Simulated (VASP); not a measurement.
Input of a VASP 6.6.1 run:

File INCAR:

```
SYSTEM = KCl
  PREC = Accurate
  ENCUT = 520
  EDIFF = 1E-6
  ISMEAR = -1
  SIGMA = 0.02
  LREAL = .FALSE.
  LASPH = .TRUE.
  NELM = 60
  ALGO = Normal
  ISIF = 2
  LWAVE = .FALSE.
  LCHARG = .FALSE.
  GGA = PE
  NBANDS = 15
```

Contents of KPOINTS:

```
Automatic mesh
0
G
  8 8 8
  0 0 0
```

The input POSCAR:

```
KCl
1.0
    0.0000000000      3.1464700000      3.1464700000
    3.1464700000      0.0000000000      3.1464700000
    3.1464700000      3.1464700000      0.0000000000
K Cl
1 1
Direct
    0.0000000000      0.0000000000      0.0000000000
    0.5000000000      0.5000000000      0.5000000000
```

Potentials or basis: VASP PAW PBE potentials, release 64 (K_sv, Cl).

Command:

```console
$ cat potpaw_PBE.64/K_sv/POTCAR potpaw_PBE.64/Cl/POTCAR > POTCAR
$ mpirun -np 1 vasp_std > vasp.out
```

Question: Predict the pressure.

Answer: 0.8 GPa.

Question: Estimate the band gap on the k mesh.

Answer: 5.19 eV.

A k mesh can miss the band edges.
